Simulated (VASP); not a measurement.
# Bi: single point with PBE

Bi, a slab with vacuum:

```
CELL_PARAMETERS angstrom
4.27900 0.00000 0.00000
-2.13950 3.70572 0.00000
0.00000 0.00000 28.00000
ATOMIC_POSITIONS crystal
Bi 0.33333 0.66667 0.51980
Bi 0.66667 0.33333 0.48020
```

- Program: VASP 6.6.1
- Task: single point
- Functional: PBE
- Potentials or basis: VASP PAW PBE potentials, release 64 (Bi_d)
- Cutoff: 520 eV
- k mesh: 9 × 9 × 1
- Occupations: gaussian, width 0.02 eV
- Spin: no spin polarisation
- Dipole correction: yes
- Further INCAR settings: ALGO = Normal; EDIFF = 1e-06; NBANDS = 22

The largest force is 4.798 eV/Å.

Forces on the atoms (eV/Å):
```
Bi   0.000  0.000  4.798
Bi   0.000  0.000 -4.798
```

Levels at points of the mesh, in eV from the Fermi level:
| k point | band 11 | band 12 | band 13 | band 14 | band 15 | band 16 | band 17 | band 18 | band 19 | band 20 |
| --- | --- | --- | --- | --- | --- | --- | --- | --- | --- | --- |
| (0.00, 0.00, 0.00) | -14.55 | -7.66 | -1.78 | -1.78 | -1.35 | 0.06 | 2.07 | 2.07 | 3.44 | 3.68 |

It took 3.6 min on 1 thread of Intel Xeon 8259CL, on a shared host, peak memory 0.51 GiB.

Caveat: spin-orbit coupling is left out, which moves the levels of the heavy elements.
